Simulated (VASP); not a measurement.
# MoS2 (R-3m) in VASP: further runs, part 2 of 2

VASP 6.6.1. Earlier steps stand in the parts before.

## 3. Relaxation of cell and atoms, PBE

This run uses another cell than the first one, of 19.32 Å³/atom, 0.968 times its volume.

INCAR reads:

```
SYSTEM = MoS2
PREC = Accurate ; ENCUT = 600
EDIFF = 1E-6 ; ISMEAR = 0
SIGMA = 0.1 ; LREAL = .False.
LASPH = .True. ; NELM = 60
ALGO = Normal ; ISIF = 3
LWAVE = .False. ; LCHARG = .False.
GGA = PE ; IBRION = 2
NSW = 90 ; EDIFFG = -0.04
```

KPOINTS reads:

```
Automatic mesh
0
Gamma
  6 6 6
  0 0 0
```

POSCAR reads:

```
MoS2
1.0
    1.7693523487      1.0215360548      5.3438967161
   -1.7693523487      1.0215360548      5.3438967161
    0.0000000000     -2.0430721096      5.3438967161
Mo S
1 2
Direct
    0.0000000000      0.0000000000      0.0000000000
    0.7500000000      0.7500000000      0.7500000000
    0.2500000000      0.2500000000      0.2500000000
```

Potentials or basis: VASP PAW PBE potentials, release 64 (Mo_sv, S).

The run is started by

```sh
$ cat potpaw_PBE.64/Mo_sv/POTCAR potpaw_PBE.64/S/POTCAR > POTCAR
$ mpirun -np 1 vasp_std > vasp.out
```

OUTCAR:

```text
SYSTEM = MoS2
   PREC = Accurate
   ENCUT = 600
   EDIFF = 1E-6
   ISMEAR = 0
   LREAL = .False.
   LASPH = .True.
   NELM = 60
   ISIF = 3
   GGA = PE
   IBRION = 2
   NSW = 90
   EDIFFG = -0.04

 ion  position               nearest neighbor table
   1  0.000  0.000  0.000-   2 2.44   3 2.44   2 2.44   2 2.44   3 2.44   3 2.44
   2  0.750  0.750  0.750-   1 2.44   1 2.44   1 2.44
   3  0.250  0.250  0.250-   1 2.44   1 2.44   1 2.44

  LATTYP: Found a trigonal (rhomboedric) cell.
 ALAT       =     5.7211341321
 COS(alpha) =     0.8087090651

  Lattice vectors:

 A1 = (   1.7693523487,   1.0215360548,   5.3438967161)
 A2 = (  -1.7693523487,   1.0215360548,   5.3438967161)
 A3 = (   0.0000000000,  -2.0430721096,   5.3438967161)

Analysis of symmetry for initial positions (statically):
[... 371 lines left out ...]

  energy without entropy =      -21.05364330  energy(sigma->0) =      -21.05515215

 E-fermi :   6.5988     XC(G=0): -10.3321

 val. band max:        6.5398165855   @ k =   0.0000   0.0000   0.0000
 cond. band min:       6.6525318612   @ k =  -0.3333   0.5000   0.3333
 fundamental gap:      0.1127152758
 Fermi energy:         6.5988175922

 k-point     1 :       0.0000    0.0000    0.0000
  band No.  band energies     occupation
      1     -55.0710      2.00000
      2     -29.1002      2.00000
      3     -29.0562      2.00000
      4     -29.0562      2.00000
      5      -8.0867      2.00000
      6      -6.7703      2.00000
[... 457 lines left out ...]
      4     -29.0299      2.00000
      5      -6.3425      2.00000
      6      -5.9740      2.00000
[... 9 lines left out ...]
     16       9.4449      0.00000
     17      10.6975      0.00000

 [... further k-points ...]

------------------------ aborting loop because EDIFF is reached ----------------------------------------

  FORCE on cell =-STRESS in cart. coord.  units (eV):
  Direction    XX          YY          ZZ          XY          YZ          ZX
  --------------------------------------------------------------------------------------
  -------------------------------------------------------------------------------------
  Total        0.0241569      0.0241569      0.0395590      0.0000000      0.0000000     -0.0000000
  in kB        0.6691644      0.6691644      1.0958141      0.0000000      0.0000000     -0.0000000
  external PRESSURE =       0.8113810 kB  Pullay stress =       0.0000000 kB
[... 18 lines left out ...]
  FREE ENERGIE OF THE ION-ELECTRON SYSTEM (eV)
  ---------------------------------------------------
  free  energy   TOTEN  =       -21.0566610101 eV

  energy  without entropy=      -21.0536432960  energy(sigma->0) =      -21.05515215

 reached required accuracy - stopping structural energy minimisation
```

OSZICAR:

```text
N       E                     dE             d eps       ncg     rms          rms(c)
DAV:   1     0.202005191475E+03    0.20201E+03   -0.14583E+04  1088   0.160E+03
DAV:   2    -0.146579301854E+02   -0.21666E+03   -0.21445E+03  1427   0.370E+02
DAV:   3    -0.221895541495E+02   -0.75316E+01   -0.74670E+01  1301   0.657E+01
DAV:   4    -0.223089582191E+02   -0.11940E+00   -0.11850E+00  1418   0.800E+00
[... 210 lines left out ...]
DAV:   1    -0.210570836070E+02   -0.47158E-03   -0.13008E-02  1090   0.101E+00    0.134E-01
DAV:   2    -0.210568446691E+02    0.23894E-03   -0.45128E-03  1247   0.380E-01    0.112E-01
DAV:   3    -0.210566813820E+02    0.16329E-03   -0.10101E-03  1166   0.180E-01    0.346E-02
DAV:   4    -0.210566614139E+02    0.19968E-04   -0.12225E-04  1122   0.717E-02    0.176E-02
DAV:   5    -0.210566610101E+02    0.40380E-06   -0.61580E-06  1287   0.164E-02
  22 F= -.21056661E+02 E0= -.21055152E+02  d E =-.185439E-03
```

It took 7 min on 1 thread of Intel Xeon 6975P-C (Granite Rapids), shared host; peak memory 0.39 GiB.

Results:

```yaml
Free_energy: -21.0567 eV
Relaxed_volume: 19.28 Å³/atom
Relaxed_cell: a = 6.791 Å, b = 6.791 Å, c = 6.791 Å, α = 27.23°, β = 27.23°, γ = 27.23°
Space_group_after_relaxing_to_0.05_Å: R-3m (No. 166)
Energy_gained_by_relaxing: 242.6 meV/atom
Ionic_steps: 22
Pressure_after_relaxing: 0.1 GPa
Largest_force_after_relaxing: 0.015 eV/Å
Band_gap_on_the_k_mesh: zero (band 13 reaches 7.15 eV, above the bottom of band 14 at 6.49 eV)
```

Forces on the atoms (eV/Å):
```
Mo   0.000  0.000  0.000
S    0.000  0.000 -0.015
S    0.000  0.000  0.015
```

Step by step:
| step | energy change (eV) | largest force (eV/Å) | pressure (GPa) | volume (Å³) |
| --- | --- | --- | --- | --- |
| 1 | 0.0000 | 0.5670 | -2.19 | 57.95 |
| 2 | -0.4854 | 0.5546 | 0.15 | 55.53 |
| 3 | -0.6349 | 0.0596 | 5.89 | 51.06 |
| 4 | -0.6828 | 0.1900 | 3.80 | 52.45 |
| 5 | -0.6188 | 1.1528 | -6.73 | 56.00 |
| 6 | -0.6965 | 0.2439 | 0.27 | 53.48 |
| 7 | -0.6965 | 0.2334 | 0.35 | 53.45 |
| 8 | -0.7021 | 0.1946 | 0.22 | 53.90 |
| 9 | -0.7121 | 0.0828 | -0.14 | 55.24 |
| 10 | -0.7132 | 0.0251 | -0.27 | 55.88 |
| 11 | -0.7182 | 0.0315 | 0.26 | 56.06 |
| 12 | -0.7222 | 0.1884 | 1.77 | 56.50 |
| 13 | -0.7235 | 0.1536 | 1.55 | 56.69 |
| 14 | -0.7261 | 0.0510 | 0.93 | 57.26 |
| 15 | -0.7251 | 0.1420 | -0.23 | 58.38 |
| 16 | -0.7266 | 0.0194 | 0.48 | 57.68 |
| 17 | -0.7266 | 0.0147 | 0.53 | 57.65 |
| 18 | -0.7270 | 0.0234 | 0.40 | 57.69 |
| 19 | -0.7276 | 0.0506 | 0.05 | 57.81 |
| 20 | -0.7276 | 0.0640 | -0.13 | 57.87 |
| 21 | -0.7278 | 0.0413 | -0.04 | 57.86 |
| 22 | -0.7278 | 0.0155 | 0.08 | 57.84 |

Final structure:
```
Mo S
1.0
     1.59837    0.92282    6.53543
    -1.59837    0.92282    6.53543
     0.00000   -1.84564    6.53543
Mo S
1 2
Direct
  0.00000 0.00000 0.00000
  0.74718 0.74718 0.74718
  0.25282 0.25282 0.25282
```

## 4. Single point, PBE, collinear spin, ferromagnetic start

This run uses another cell than the first one, of 19.32 Å³/atom, 0.968 times its volume.

INCAR reads:

```
PREC = Accurate ; ENCUT = 520
EDIFF = 1E-7 ; ISMEAR = 0
SIGMA = 0.1 ; LREAL = False
LASPH = True ; NELM = 150
ALGO = Normal ; ISIF = 2
LWAVE = False ; LCHARG = False
ISPIN = 2 ; MAGMOM = 1 0 0
LORBIT = 11 ; LMAXMIX = 4
GGA = PE ; NBANDS = 24
```

KPOINTS reads:

```
Automatic mesh
0
Gamma
  6 6 6
```

POSCAR is that of step 3.

The run is started by

```sh
$ cat potpaw_PBE.64/Mo_sv/POTCAR potpaw_PBE.64/S/POTCAR > POTCAR
$ mpirun -np 1 vasp_std > vasp.out
```

Run time: 1.8 min. Hardware: 1 thread of Intel Xeon 6975P-C (Granite Rapids), shared host; peak memory 0.41 GiB.

The run converged. Its results:

* Free energy: -20.3285 eV
* Pressure: -2.2 GPa
* Largest force: 0.569 eV/Å
* Band gap on the k mesh: zero (filled and empty bands overlap)
* Net moment: 0.00 μB per cell
* Valence electrons inside the program's atomic spheres: Mo 12.25; S 3.70

Forces in eV/Å, atoms in the order of the input:
```
Mo   0.000  0.000  0.000
S    0.000  0.000  0.569
S    0.000  0.000 -0.569
```

Stress tensor (GPa, compression positive):
```
-8.64  0.00  0.00
 0.00 -8.64  0.00
 0.00  0.00 10.67
```

Levels at points of the mesh, in eV from the Fermi level:
Spin up:
```csv
k point,band 11,band 12,band 13,band 14,band 15,band 16
"(0.00, 0.00, 0.00)",-1.01,-0.82,-0.82,-0.30,0.55,3.42
"(0.50, 0.00, 0.00)",-2.59,-2.04,-0.43,0.15,0.68,3.27
"(0.50, 0.50, 0.00)",-2.49,-1.79,-1.20,0.16,0.68,3.99
"(0.50, 0.50, 0.50)",-1.11,-1.11,-0.98,-0.98,0.74,3.67
```
Spin down:
| k point | band 9 | band 10 | band 11 | band 12 | band 13 | band 14 | band 15 | band 16 | band 17 | band 18 |
| --- | --- | --- | --- | --- | --- | --- | --- | --- | --- | --- |
| (0.00, 0.00, 0.00) | -4.73 | -1.01 | -1.01 | -0.82 | -0.82 | -0.30 | 0.55 | 3.42 | 3.42 | 5.02 |
| (0.50, 0.00, 0.00) | -4.34 | -4.14 | -2.59 | -2.04 | -0.43 | 0.15 | 0.68 | 3.27 | 3.90 | 6.12 |
| (0.50, 0.50, 0.00) | -4.12 | -3.11 | -2.49 | -1.79 | -1.20 | 0.16 | 0.68 | 3.99 | 4.43 | 5.41 |
| (0.50, 0.50, 0.50) | -4.46 | -2.85 | -1.11 | -1.11 | -0.98 | -0.98 | 0.74 | 3.67 | 3.67 | 5.74 |

## 5. Overview

```tsv
task	spin	cell	cutoff (eV)	gap on the mesh (eV)	pressure (GPa)	largest force (eV/Å)
single point	off	a = 7.002 Å, angles 26.4°, 3 atoms	520	none	-0.1	0.01
relaxation of cell and atoms	off	relaxed from a = 5.721 Å, angles 36.0°, 3 atoms	600	none	0.1	0.02
single point	collinear, ferromagnetic start	a = 5.721 Å, angles 36.0°, 3 atoms	520	none	-2.2	0.57
```

Alike in all rows: level PBE; potentials or basis VASP PAW PBE potentials, release 64 (Mo_sv, S); k mesh 6 × 6 × 6; smearing gaussian 0.1 eV.

Caveats: some runs use coarse meshes.

Absolute energies hang on the potentials; compare differences alone.
